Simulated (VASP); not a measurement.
Runs of VASP 6.6.1 on SnSe2. The structure is that of space group P-3m1 (No. 164), or close to it. The cells are those of the table. 

| level | cell | k mesh | gap on the mesh (eV) | pressure (GPa) | largest force (eV/Å) |
| --- | --- | --- | --- | --- | --- |
| r2SCAN | a = 3.825, b = 3.825, c = 6.103 Å, angles 90.0, 90.0, 120.0°, 3 atoms | 12 × 12 × 4 | 0.92 | 1.4 | 0.02 |
| PBE | a = 3.825, b = 3.825, c = 5.978 Å, angles 90.0, 90.0, 120.0°, 3 atoms | 6 × 6 × 2 | 0.75 | (b) | 0.26 |
| r2SCAN | a = 3.825, b = 3.825, c = 6.040 Å, angles 90.0, 90.0, 120.0°, 3 atoms | 12 × 12 × 4 | 0.86 | 1.7 | 0.02 |
| PBE | a = 3.825, b = 3.825, c = 6.040 Å, angles 90.0, 90.0, 120.0°, 3 atoms | 6 × 6 × 2 | 0.76 | 3.7 | 0.26 |
| PBE | a = 3.825, b = 3.825, c = 6.103 Å, angles 90.0, 90.0, 120.0°, 3 atoms | 6 × 6 × 2 | 0.78 | 3.4 | 0.26 |
| PBE | a = 3.825, b = 3.825, c = 6.289 Å, angles 90.0, 90.0, 120.0°, 3 atoms | 6 × 6 × 2 | 0.77 | 2.8 | 0.26 |
| r2SCAN | a = 3.825, b = 3.825, c = 6.352 Å, angles 90.0, 90.0, 120.0°, 3 atoms | 12 × 12 × 4 | 1.04 | 0.6 | 0.02 |
| PBE | a = 3.825, b = 3.825, c = 6.352 Å, angles 90.0, 90.0, 120.0°, 3 atoms | 6 × 6 × 2 | 0.75 | (c) | 0.26 |
| PBE | a = 3.825, b = 3.825, c = 6.476 Å, angles 90.0, 90.0, 120.0°, 3 atoms | 6 × 6 × 2 | 0.73 | 2.4 | 0.26 |
| r2SCAN | a = 3.825, b = 3.825, c = 6.476 Å, angles 90.0, 90.0, 120.0°, 3 atoms | 12 × 12 × 4 | 1.02 | 0.4 | 0.01 |
| r2SCAN | a = 3.825, b = 3.825, c = 6.165 Å, angles 90.0, 90.0, 120.0°, 3 atoms | 12 × 12 × 4 | (a) | 1.2 | 0.02 |
| PBE | a = 3.825, b = 3.825, c = 6.165 Å, angles 90.0, 90.0, 120.0°, 3 atoms | 6 × 6 × 2 | 0.81 | 3.2 | 0.26 |

Alike in all rows: task single point; potentials or basis VASP PAW PBE potentials, release 64 (Sn_d, Se); no spin polarisation; cutoff (eV) 520; smearing gaussian 0.01 eV.

Problem. Estimate the missing entries.

Solution. (a) 0.98; (b) 4.0; (c) 2.6.

Caveats: some runs use coarse meshes; spin-orbit coupling is left out, which moves the levels of the heavy elements; this functional lacks dispersion, which binds the layers, so the pressure and a relaxed spacing across them are unreliable (some runs); the PAW data sets were made with another functional, which shifts forces and pressure a little (some runs).

A k mesh can miss the band edges, and the runs leave out spin-orbit coupling on Se, Sn.
